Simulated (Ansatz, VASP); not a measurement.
**Two plane-wave programs on Rh**

```
Rh
1.0
     0.00000    1.95860    1.95860
     1.95860    0.00000    1.95860
     1.95860    1.95860    0.00000
Rh
1
Cartesian
  0.0000 0.0000 0.0000
```

Change from the starting cell: strain +0.030 along x and y, +0.030 along z, atoms carried along.

Alike in both runs: task single point; functional r2SCAN; k mesh 8 × 8 × 8; occupations gaussian, width 0.15 eV; no spin polarisation.

```csv
,VASP,Ansatz
version,VASP 6.6.1,Ansatz 0.2.0
potentials or method,"VASP PAW PBE potentials, release 64 (Rh_pv), cutoff 520 eV","scalar-relativistic, plane waves, PAW"
valence electrons in the cell,15,17
```

```tsv
	VASP	Ansatz	Ansatz less VASP
gap on the k mesh at the Fermi level (eV)	none	none	-
pressure (GPa)	-18.8	-19.5	-0.77
```

VASP's potentials were made for PBE, not for r2SCAN. A gap of «none» marks a metal or a gap that the smearing closes. VASP's potentials hold 15 valence electrons a cell and Ansatz's 17, so a difference there can come from the potentials and not from the codes.
